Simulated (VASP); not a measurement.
Input of a VASP 6.6.1 run:

The input INCAR:

```
SYSTEM = Sb
PREC     = Accurate       ! precision mode
ENCUT    = 520            ! plane-wave cutoff, eV
EDIFF    = 1E-8           ! SCF threshold, eV
ISMEAR   = -1             ! smearing method
SIGMA    = 0.05           ! smearing width, eV
LREAL    = .False.        ! projectors in reciprocal space
LASPH    = .True.         ! aspherical terms in the spheres
NELM     = 60             ! most SCF steps
ALGO     = Normal         ! electronic algorithm
ISIF     = 2              ! what is computed and relaxed
LWAVE    = .False.        ! write WAVECAR
LCHARG   = .False.        ! write CHGCAR
GGA      = PE             ! functional
LEFG     = .True.       
NBANDS   = 8              ! bands
```

KPOINTS

```
Automatic mesh
0
Gamma
  19 19 19
  0 0 0
```

Contents of POSCAR:

```
Sb
1.0
   -1.4794865966      1.4794865966      2.4379579798
    1.4794865966     -1.4794865966      2.4379579798
    1.4794865966      1.4794865966     -2.4379579798
Sb
1
Direct
    0.0000000000      0.0000000000      0.0000000000
```

Potentials or basis: VASP PAW PBE potentials, release 64 (Sb).

Launch:

```bash
$ cat potpaw_PBE.64/Sb/POTCAR > POTCAR
$ mpirun -np 1 vasp_std > vasp.out
```

What does it give for the band gap on the k mesh?

Zero (an odd number of electrons rules out a gap without spin polarisation).

Estimate the pressure.

27.1 GPa.

Electric field gradients, principal values (V/Å²):
| atom | least | middle | greatest (by size) |
| --- | --- | --- | --- |
| 1 Sb | -18.741 | -18.741 | 37.482 |

Caveat: the cell stands under pressure; without QUAD_EFG the Cq values of the log hold for a quadrupole moment of 1 mb, not for the nuclei; spin-orbit coupling is left out, which moves the levels of the heavy elements.
